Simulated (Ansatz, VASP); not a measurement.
Two plane-wave programs on BN

Contents of INCAR:

```
ALGO     = Normal         # electronic algorithm
EDIFF    = 1E-7           # SCF threshold, eV
ENCUT    = 520            # plane-wave cutoff, eV
GGA      = PE             # functional
ISIF     = 2              # what is computed and relaxed
ISMEAR   = 0              # smearing method
LASPH    = T              # aspherical terms in the spheres
LCHARG   = T              # write CHGCAR
LELF     = T              # ELF
LREAL    = F              # projectors in reciprocal space
LVHAR    = T            
LWAVE    = F              # write WAVECAR
NBANDS   = 11             # bands
NELM     = 100            # most SCF steps
PREC     = Accurate       # precision mode
SIGMA    = 0.1            # smearing width, eV
```

KPOINTS

```
k-points
0
Gamma
  8 8 8
```

The input POSCAR:

```
BN
1.0
    0.0000000000      1.9279096136      1.9279096136
    1.9279096136      0.0000000000      1.9279096136
    1.9279096136      1.9279096136      0.0000000000
B N
1 1
Direct
    0.0000000000      0.0000000000      0.0000000000
    0.7500000000      0.7500000000      0.7500000000
```

Input for Ansatz:

```yaml
crystal:
  lattice:
    - [0.0, 1.9279096136, 1.9279096136]
    - [1.9279096136, 0.0, 1.9279096136]
    - [1.9279096136, 1.9279096136, 0.0]
  atoms:
    - { symbol: B, position: [0.0, 0.0, 0.0] }
    - { symbol: "N", position: [0.75, 0.75, 0.75] }
basis:
  ecutwfc: 420
kpoints:
  mp_grid: { grid: [8, 8, 8] }
hamiltonian:
  xc: pbe
scf:
  occupations: { method: gaussian, width: 0.1 }
output:
  forces: true
  stress: true
  eigenvalues: true
```

Alike in both runs: task single point; functional PBE; k mesh 8 × 8 × 8; occupations gaussian, width 0.1 eV; no spin polarisation.

|  | VASP | Ansatz |
| --- | --- | --- |
| version | VASP 6.6.1 | Ansatz 0.2.0 |
| potentials or method | VASP PAW PBE potentials, release 64 (B, N), cutoff 520 eV | scalar-relativistic, plane waves, PAW |
| valence electrons in the cell | 8 | 8 |

```csv
,VASP,Ansatz,Ansatz less VASP
gap on the k mesh at the Fermi level (eV),4.23,4.23,+0.005
least direct gap on the mesh (eV),7.38,7.36,-0.020
```
